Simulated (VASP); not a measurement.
# MoP in VASP: notebook

MoP is run at these levels: PBEsol; tasks: single point.

Everything below comes from runs of VASP 6.6.1. Logs are shortened: lines on timing, memory, paths and dates and some standing lists are left out, and cuts for length are marked.

**1. The cell of the first run**

The cell holds a slab with vacuum, 18 atoms: a = 3.206 Å, b = 7.112 Å, c = 25.388 Å, α = 90.00°, β = 90.00°, γ = 103.03°.

**2. Single point, PBEsol**

INCAR

```
SYSTEM = MoP
ALGO     = Normal         ! electronic algorithm
DIPOL    = 0.5 0.5 0.500
EDIFF    = 1E-6           ! SCF threshold, eV
ENCUT    = 400            ! plane-wave cutoff, eV
GGA      = PS             ! functional
GGA_COMPAT= .False.      
IDIPOL   = 3            
ISIF     = 2              ! what is computed and relaxed
ISMEAR   = 0              ! smearing method
ISYM     = 0            
LASPH    = .True.         ! aspherical terms in the spheres
LCHARG   = .False.        ! write CHGCAR
LDIPOL   = .True.       
LREAL    = .False.        ! projectors in reciprocal space
LWAVE    = .False.        ! write WAVECAR
NBANDS   = 100            ! bands
NELM     = 120            ! most SCF steps
NELMDL   = -8           
PREC     = Accurate       ! precision mode
SIGMA    = 0.1            ! smearing width, eV
```

KPOINTS

```
k-points
0
Gamma
  11 5 1
  0 0 0
```

POSCAR

```
MoP
1.0
    3.2062346803      0.0000000000      0.0000000000
   -1.6031173402      6.9289602446      0.0000000000
    0.0000000000      0.0000000000     25.3879082787
Mo P
9 9
Direct
    0.7901472449      0.5802944899      0.2954162240
    0.5802944899      0.1605889798      0.3455183733
    0.3704417348      0.7408834697      0.3956205225
    0.1605889798      0.3211779595      0.4457226717
    0.9507362247      0.9014724494      0.4958248209
    0.7408834697      0.4817669393      0.5459269701
    0.5310307146      0.0620614292      0.5960291193
    0.3211779595      0.6423559191      0.6461312685
    0.1113252045      0.2226504090      0.6962334178
    0.4218384524      0.8436769049      0.3037665822
    0.2119856974      0.4239713948      0.3538687315
    0.0021329423      0.0042658846      0.4039708807
    0.7922801873      0.5845603745      0.4540730299
    0.5824274322      0.1648548644      0.5041751791
    0.3725746771      0.7451493543      0.5542773283
    0.1627219221      0.3254438442      0.6043794775
    0.9528691670      0.9057383341      0.6544816267
    0.7430164120      0.4860328240      0.7045837760
```

Potentials or basis: VASP PAW PBE potentials, release 64 (Mo_sv, P).

Command:

```console
$ cat potpaw_PBE.64/Mo_sv/POTCAR potpaw_PBE.64/P/POTCAR > POTCAR
$ mpirun -np 1 vasp_std > vasp.out
```

OUTCAR:

```text
SYSTEM = MoP
   EDIFF = 1E-6
   ENCUT = 400
   GGA = PS
   ISIF = 2
   ISMEAR = 0
   ISYM = 0
   LASPH = .True.
   LREAL = .False.
   NELM = 120
   NELMDL = -8
   PREC = Accurate

 ion  position               nearest neighbor table
   1  0.790  0.580  0.295-  10 2.44  10 2.44  11 2.44  11 2.44   2 3.17   3 3.21   3 3.21
   2  0.580  0.161  0.346-  12 2.44  12 2.44  11 2.44  11 2.44  10 2.44   3 3.17   1 3.17   4 3.21
                             4 3.21
   3  0.370  0.741  0.396-  12 2.44  12 2.44  13 2.44  11 2.44  13 2.44  10 2.44   2 3.17   4 3.17
                             5 3.21   5 3.21   1 3.21   1 3.21
   4  0.161  0.321  0.446-  14 2.44  11 2.44  14 2.44  12 2.44  13 2.44  13 2.44   5 3.17   3 3.17
                             2 3.21   2 3.21   6 3.21   6 3.21
   5  0.951  0.901  0.496-  12 2.44  15 2.44  15 2.44  13 2.44  14 2.44  14 2.44   4 3.17   6 3.17
                             3 3.21   3 3.21   7 3.21   7 3.21
   6  0.741  0.482  0.546-  13 2.44  16 2.44  16 2.44  14 2.44  15 2.44  15 2.44   7 3.17   5 3.17
                             8 3.21   4 3.21   4 3.21   8 3.21
   7  0.531  0.062  0.596-  14 2.44  17 2.44  17 2.44  15 2.44  16 2.44  16 2.44   8 3.17   6 3.17
                             5 3.21   5 3.21   9 3.21   9 3.21
   8  0.321  0.642  0.646-  15 2.44  16 2.44  17 2.44  17 2.44  18 2.44  18 2.44   7 3.17   9 3.17
                             6 3.21   6 3.21
   9  0.111  0.223  0.696-  18 2.44  18 2.44  17 2.44  16 2.44   8 3.17   7 3.21   7 3.21
  10  0.422  0.844  0.304-   1 2.44   1 2.44   2 2.44   3 2.44
  11  0.212  0.424  0.354-   4 2.44   3 2.44   2 2.44   2 2.44   1 2.44   1 2.44
  12  0.002  0.004  0.404-   5 2.44   3 2.44   3 2.44   4 2.44   2 2.44   2 2.44
  13  0.792  0.585  0.454-   6 2.44   3 2.44   5 2.44   4 2.44   4 2.44   3 2.44
  14  0.582  0.165  0.504-   7 2.44   4 2.44   4 2.44   6 2.44   5 2.44   5 2.44
  15  0.373  0.745  0.554-   8 2.44   5 2.44   5 2.44   7 2.44   6 2.44   6 2.44
  16  0.163  0.325  0.604-   6 2.44   6 2.44   8 2.44   7 2.44   7 2.44   9 2.44
  17  0.953  0.906  0.654-   7 2.44   7 2.44   8 2.44   8 2.44   9 2.44
  18  0.743  0.486  0.705-   9 2.44   9 2.44   8 2.44   8 2.44

IMPORTANT INFORMATION: All symmetrisations will be switched off!
NOSYMM: (Re-)initialisation of all symmetry stuff for point group C_1.

----------------------------------------------------------------------------------------

                                     Primitive cell

  volume of cell :     564.0145

  direct lattice vectors                    reciprocal lattice vectors
     3.206234680  0.000000000  0.000000000     0.311892328  0.072160899  0.000000000
    -1.603117340  6.928960245  0.000000000     0.000000000  0.144321798  0.000000000
     0.000000000  0.000000000 25.387908279     0.000000000  0.000000000  0.039388830

  length of vectors
     3.206234680  7.111995169 25.387908279     0.320131254  0.144321798  0.039388830

  position of ions in fractional coordinates (direct lattice)
     0.790147245  0.580294490  0.295416224
     0.580294490  0.160588980  0.345518373
     0.370441735  0.740883470  0.395620523
     0.160588980  0.321177959  0.445722672
     0.950736225  0.901472449  0.495824821
     0.740883470  0.481766939  0.545926970
[... 10 lines left out ...]
     0.952869167  0.905738334  0.654481627
     0.743016412  0.486032824  0.704583776

  ion indices of the primitive-cell ions
   primitive index   ion index
                 1           1
                 2           2
                 3           3
                 4           4
                 5           5
                 6           6
[... 10 lines left out ...]
                17          17
                18          18

----------------------------------------------------------------------------------------

 KPOINTS: k-points

Automatic generation of k-mesh.
 Grid dimensions read from file:
 generate k-points for:   11    5    1

 Generating k-lattice:

  Cartesian coordinates                     Fractional coordinates (reciprocal lattice)
     0.028353848  0.006560082  0.000000000     0.090909091 -0.000000000  0.000000000
     0.000000000  0.028864360  0.000000000     0.000000000  0.200000000  0.000000000
     0.000000000  0.000000000  0.039388830     0.000000000  0.000000000  1.000000000

  Length of vectors
     0.029102841  0.028864360  0.039388830

  Shift w.r.t. Gamma in fractional coordinates (k-lattice)
     0.000000000  0.000000000  0.000000000

 -----------------------------------------------------------------------------
|                                                                             |
|           W    W    AA    RRRRR   N    N  II  N    N   GGGG   !!!           |
|           W    W   A  A   R    R  NN   N  II  NN   N  G    G  !!!           |
|           W    W  A    A  R    R  N N  N  II  N N  N  G       !!!           |
|           W WW W  AAAAAA  RRRRR   N  N N  II  N  N N  G  GGG   !            |
|           WW  WW  A    A  R   R   N   NN  II  N   NN  G    G                |
|           W    W  A    A  R    R  N    N  II  N    N   GGGG   !!!           |
|                                                                             |
|     Your reciprocal lattice and k-lattice belong to different lattice       |
|     classes:                                                                |
|                                                                             |
|        The reciprocal lattice is base centered orthorhombic,                |
|        whereas your k-lattice is simple monoclinic.                         |
|                                                                             |
|     Results are often still useful ...                                      |
|                                                                             |
 -----------------------------------------------------------------------------

 WARNING: IBZKPT: internal override: KBLOWUP is changed to .FALSE.
      ... skipping the blow-up phase ...

 Subroutine IBZKPT returns following result:
 ===========================================

 Found     28 irreducible k-points:

 Following reciprocal coordinates:
            Coordinates               Weight
  0.000000  0.000000  0.000000      1.000000
  0.090909  0.000000  0.000000      2.000000
  0.181818 -0.000000  0.000000      2.000000
  0.272727  0.000000  0.000000      2.000000
  0.363636  0.000000  0.000000      2.000000
  0.454545  0.000000  0.000000      2.000000
[... 16 lines left out ...]
  0.454545  0.400000  0.000000      2.000000
 -0.454545  0.400000  0.000000      2.000000
 [... further k-points ...]
   k-points           NKPTS =     28   k-points in BZ     NKDIM =     28   number of bands    NBANDS=    100
   number of dos      NEDOS =    301   number of ions     NIONS =     18
   total plane-waves  NPLWV = 193536
   dimension x,y,z NGX =    24 NGY =   48 NGZ =  168
   dimension x,y,z NGXF=    48 NGYF=   96 NGZF=  336
   ions per type =               9   9
   NGX,Y,Z   is equivalent  to a cutoff of  12.44, 11.22, 11.00 a.u.
   NGXF,Y,Z  is equivalent  to a cutoff of  24.89, 22.44, 22.00 a.u.
 SYSTEM =  MoP
   PREC   = accura    normal or accurate (medium, high low for compatibility)
   ISTART =      0    job   : 0-new  1-cont  2-samecut
   ICHARG =      2    charge: 1-file 2-atom 10-const
   ISPIN  =      1    spin polarized calculation?
   LNONCOLLINEAR =      F non collinear calculations
   LSORBIT =      F    spin-orbit coupling
   LASPH  =      T    aspherical Exc in radial PAW
   ENCUT  =  400.0 eV  29.40 Ry    5.42 a.u.   5.23 11.60 41.40*2*pi/ulx,y,z
   NELM   =    120;   NELMIN=  2; NELMDL= -8     # of ELM steps
   EDIFF  = 0.1E-05   stopping-criterion for ELM
   LREAL  =      F    real-space projection
   EDIFFG = 0.1E-04   stopping-criterion for IOM
   NSW    =      0    number of steps for IOM
   IBRION =     -1    ionic relax: 0-MD 1-quasi-New 2-CG
   NFREE  =      0    steps in history (QN), initial steepest desc. (CG)
   ISIF   =      2    stress and relaxation
   ISYM   =      0    0-nonsym 1-usesym 2-fastsym
   POTIM  = 0.5000    time-step for ionic-motion
   TEBEG  =    0.0;   TEEND  =   0.0 temperature during run
   PSTRESS=    0.0 pullay stress
   NELECT =     171.0000    total number of electrons
   NUPDOWN=      -1.0000    fix difference up-down
   EMIN   =  10.00;   EMAX   =-10.00  energy-range for DOS
   EFERMI =   0.00;   METHOD = LEGACY
   ISMEAR =     0;   SIGMA  =   0.10  broadening in eV -4-tet -1-fermi 0-gaus
   EFERMI_NEDOS =   21; number of points for ismear=-14 and -15
   IALGO  =     38    algorithm
   IMIX   =      4    mixing-type and parameters
     AMIX     =   0.40;   BMIX     =  1.00
     AMIX_MAG =   1.60;   BMIX_MAG =  1.00
  volume/ion in A,a.u.               =      31.33       211.45
  Fermi-wavevector in a.u.,A,eV,Ry     =   1.099791  2.078303 16.456790  1.209540
  Thomas-Fermi vector in A             =   2.236191
   LORBIT       =      0    0 simple, 1 ext, 2 COOP (PROOUT), +10 PAW based schemes
   GGA     = PS    functional components
   LHFCALC =     F    Hartree Fock is set to
   AEXX    =    0.0000 exact exchange contribution
   IVDW    =     0    specifies the selected vdW correction
   LEPSILON=     F    determine dielectric tensor
   LRPA    =     F    only Hartree local field effects (RPA)
 non-spin polarized calculation
 Gauss-broadening in eV      SIGMA  =   0.10
  energy-cutoff  :      400.00
  volume of cell :      564.01
 maximum number of plane-waves:     10277
 NGX is ok and might be reduce to    24

 dipolmoment           0.000000      0.000000     -0.051779 electrons x Angstroem

 number of electron     171.0000012 magnetization

 dipolmoment           0.000000      0.000000      0.016716 electrons x Angstroem

 Free energy of the ion-electron system (eV)
  ---------------------------------------------------
  ext. energy  EPLUGINS =         0.00000000
  ---------------------------------------------------
  free energy    TOTEN  =      -164.02467401 eV

  energy without entropy =     -163.95320463  energy(sigma->0) =     -163.98893932

 E-fermi :   3.0145     XC(G=0):  -6.6022

 val. band max:        3.0126222433   @ k =   0.0909   0.4000   0.0000
 cond. band min:       3.0238207236   @ k =  -0.2727   0.4000   0.0000
 fundamental gap:      0.0111984804
 Fermi energy:         3.0145092219

 k-point     1 :       0.0000    0.0000    0.0000
  band No.  band energies     occupation
      1     -58.0741      2.00000
      2     -58.0542      2.00000
      3     -58.0203      2.00000
      4     -57.9800      2.00000
      5     -57.9673      2.00000
      6     -57.9593      2.00000
[... 89 lines left out ...]
     96       4.3875      0.00000
     97       4.5177      0.00000

 k-point     2 :       0.0909    0.0000    0.0000
  band No.  band energies     occupation
      1     -58.0724      2.00000
      2     -58.0531      2.00000
      3     -58.0188      2.00000
      4     -57.9783      2.00000
      5     -57.9661      2.00000
      6     -57.9581      2.00000
[... 2289 lines left out ...]
     96       4.8471      0.00000
     97       4.8921      0.00000

 [... further k-points ...]

 [bands above 97 left out]

------------------------ aborting loop because EDIFF is reached ----------------------------------------

 vacuum level on the upper side and lower side of the slab       (xc-potential included)        -0.112        -0.233

  FORCE on cell =-STRESS in cart. coord.  units (eV):
  Direction    XX          YY          ZZ          XY          YZ          ZX
  --------------------------------------------------------------------------------------
  -------------------------------------------------------------------------------------
  Total       -9.3587582    -10.6136106     -7.1055407     -0.0017770     -1.0277050     -0.0190352
  in kB      -26.5851130    -30.1497304    -20.1844732     -0.0050479     -2.9193673     -0.0540725
  external PRESSURE =     -25.6397722 kB  Pullay stress =       0.0000000 kB

 VOLUME and BASIS-vectors are now :
 -----------------------------------------------------------------------------
  energy-cutoff  :      400.00
  volume of cell :      564.01
      direct lattice vectors                 reciprocal lattice vectors
     3.206234680  0.000000000  0.000000000     0.311892328  0.072160899  0.000000000
    -1.603117340  6.928960245  0.000000000     0.000000000  0.144321798  0.000000000
     0.000000000  0.000000000 25.387908279     0.000000000  0.000000000  0.039388830

 POSITION                                       TOTAL-FORCE (eV/Angst)
 -----------------------------------------------------------------------------------
      1.60312      4.02084      7.50000        -0.004246      0.623856      1.988042
      1.60312      1.11271      8.77199        -0.000189     -0.014165      1.215493
     -0.00000      5.13355     10.04398         0.001680     -0.309354     -0.125897
      0.00000      2.22543     11.31597        -0.002211     -0.035255     -0.120056
      1.60312      6.24627     12.58796        -0.002522     -0.029949     -0.130655
      1.60312      3.33814     13.85994        -0.002281      0.104535      0.163837
[... 10 lines left out ...]
      1.60312      6.27582     16.61592        -0.000926      0.680414      1.239673
      1.60312      3.36770     17.88791        -0.001859     -1.411019      0.461339
 -----------------------------------------------------------------------------------
    total drift:                               -0.000108     -0.000646     -0.000532

  FREE ENERGIE OF THE ION-ELECTRON SYSTEM (eV)
  ---------------------------------------------------
  free  energy   TOTEN  =      -164.0246740148 eV

  energy  without entropy=     -163.9532046325  energy(sigma->0) =     -163.98893932

 vacuum level on the upper side and lower side of the slab         7.308         7.179
```

Wall time 38 min (1 thread of AMD EPYC 9R45 (Zen 5), shared host); peak memory 0.9 GiB.

What came out:

| Property | Result |
| --- | --- |
| Free energy | -164.0247 eV |
| Largest force | 2.456 eV/Å |
| Band gap on the k mesh | zero (an odd number of electrons rules out a gap without spin polarisation) |

Forces on the atoms (eV/Å):
```
Mo  -0.004  0.624  1.988
Mo   0.000 -0.014  1.215
Mo   0.002 -0.309 -0.126
Mo  -0.002 -0.035 -0.120
Mo  -0.003 -0.030 -0.131
Mo  -0.002  0.105  0.164
Mo   0.005  0.012 -0.198
Mo  -0.004 -0.329 -0.552
Mo   0.002  1.134 -2.179
P    0.006 -0.277 -0.895
P    0.002 -0.232 -1.523
P   -0.002  0.191 -0.544
P    0.000  0.036 -0.046
P    0.000 -0.041  0.123
P    0.002  0.066  0.137
P    0.000 -0.171  0.985
P   -0.001  0.680  1.240
P   -0.002 -1.411  0.461
```

Levels at points of the mesh, in eV from the Fermi level:
| k point | band 82 | band 83 | band 84 | band 85 | band 86 | band 87 | band 88 | band 89 | band 90 | band 91 |
| --- | --- | --- | --- | --- | --- | --- | --- | --- | --- | --- |
| (0.00, 0.00, 0.00) | -0.80 | -0.78 | -0.50 | -0.14 | 0.02 | 0.10 | 0.19 | 0.37 | 0.42 | 0.63 |

Caveat: the PAW data sets were made with another functional, which shifts forces and pressure a little; an odd number of electrons without spin polarisation forces a metal; a magnetic or distorted state may lie lower.

**3. Single point, PBEsol**

This run uses another cell than the first one: it holds 12 atoms, not 18.

INCAR

```
SYSTEM = MoP
PREC = Accurate
ENCUT = 400
EDIFF = 1E-6
ISMEAR = 0
SIGMA = 0.1
LREAL = .FALSE.
LASPH = .TRUE.
NELM = 120
ALGO = Normal
ISIF = 2
LWAVE = .FALSE.
LCHARG = .FALSE.
LDIPOL = .TRUE.
IDIPOL = 3
DIPOL = 0.5 0.5 0.500
GGA = PS
NBANDS = 69
ISYM = 0
GGA_COMPAT = .FALSE.
NELMDL = -8
```

KPOINTS

```
regular mesh
0
G
  12 8 1
  0 0 0
```

POSCAR

```
MoP
1.0
    3.2062346801      0.0000000000      0.0000000000
   -1.6031173400      4.2172371563      0.0000000000
    0.0000000000      0.0000000000     27.1910220264
Mo P
6 6
Direct
    0.7167533577      0.4335067155      0.2758263368
    0.4335067155      0.8670134310      0.3526858785
    0.1502600732      0.3005201464      0.4295454201
    0.8670134310      0.7340268619      0.5064049618
    0.5837667887      0.1675335774      0.5832645035
    0.3005201464      0.6010402929      0.6601240451
    0.1473811559      0.2947623117      0.3398759549
    0.8641345136      0.7282690272      0.4167354965
    0.5808878713      0.1617757427      0.4935950382
    0.2976412291      0.5952824581      0.5704545799
    0.0143945868      0.0287891736      0.6473141215
    0.7311479445      0.4622958891      0.7241736632
```

Potentials or basis: VASP PAW PBE potentials, release 64 (Mo_sv, P).

Command:

```console
$ cat potpaw_PBE.64/Mo_sv/POTCAR potpaw_PBE.64/P/POTCAR > POTCAR
$ mpirun -np 1 vasp_std > vasp.out
```

Wall time 65 min (1 thread of Intel Xeon Platinum 8488C (Sapphire Rapids), shared host); peak memory 0.75 GiB.

It converged, with:

| Property | Result |
| --- | --- |
| Free energy | -107.1673 eV |
| Largest force | 2.712 eV/Å |
| Band gap on the k mesh | zero (bands 57 and 58 overlap by 0.66 eV) |

Forces in eV/Å, atoms in the order of the input:
```
Mo   0.001  0.010  2.712
Mo   0.000 -0.255 -0.276
Mo   0.004 -0.037 -0.013
Mo   0.002 -0.038 -0.112
Mo  -0.002  0.093 -0.191
Mo   0.003 -0.776 -0.132
P   -0.002  0.305 -2.220
P   -0.003  0.028 -0.261
P   -0.003 -0.135  0.131
P    0.001  0.045 -0.192
P   -0.001  0.737  1.039
P   -0.001  0.023 -0.483
```

Levels at points of the mesh, in eV from the Fermi level:
```
           k point  band 54  band 55  band 56  band 57  band 58  band 59  band 60  band 61
(0.00, 0.00, 0.00)    -0.65    -0.45    -0.23    -0.04     0.09     0.22     0.50     0.88
(0.50, 0.00, 0.00)    -0.31    -0.07     0.17     0.28     0.72     0.81     1.30     1.39
(0.00, 0.50, 0.00)    -1.07    -0.70    -0.53    -0.29    -0.26    -0.08     0.10     0.11
(0.50, 0.50, 0.00)    -0.31    -0.07     0.17     0.28     0.72     0.81     1.30     1.39
```

Caveat: the PAW data sets were made with another functional, which shifts forces and pressure a little.

(Continued in part 2 of 2.)
